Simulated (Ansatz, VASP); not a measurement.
## Ta2W in VASP and in Ansatz

```xyz
3
Lattice="0.0000 2.3377 6.8871 1.6250 0.0000 6.8871 1.6250 2.3377 0.0000" Properties=species:S:1:pos:R:3 pbc="T T T"
Ta    1.6250    2.3377    2.2504
Ta    1.6250    2.3377   11.5239
W     1.6250    2.3377    6.8871
```

Change from the starting cell: the structure that the rattled cell fell into.

Alike in both runs: functional PBE; k mesh 18 × 18 × 18; occupations gaussian, width 0.1 eV; no spin polarisation.

Ansatz relaxed the structure, and its values are those at the end. VASP's run is a single point on that final structure, the one shown.

|  | VASP | Ansatz |
| --- | --- | --- |
| version | VASP 6.6.1 | Ansatz 0.2.0 |
| potentials or method | VASP PAW PBE potentials, release 64 (Ta_pv, W_sv), cutoff 520 eV | scalar-relativistic, plane waves, PAW |
| valence electrons in the cell | 36 | 40 |

|  | VASP | Ansatz | Ansatz less VASP |
| --- | --- | --- | --- |
| gap on the k mesh at the Fermi level (eV) | none | none | - |
| pressure (GPa) | 0.2 | 0.0 | -0.22 |
| rms of the force components (eV/Å) | 0.005 | 0.001 | -0.0041 |

A gap of «none» marks a metal or a gap that the smearing closes. VASP's potentials hold 36 valence electrons a cell and Ansatz's 40, so a difference there can come from the potentials and not from the codes.

Spin-orbit coupling is off throughout.
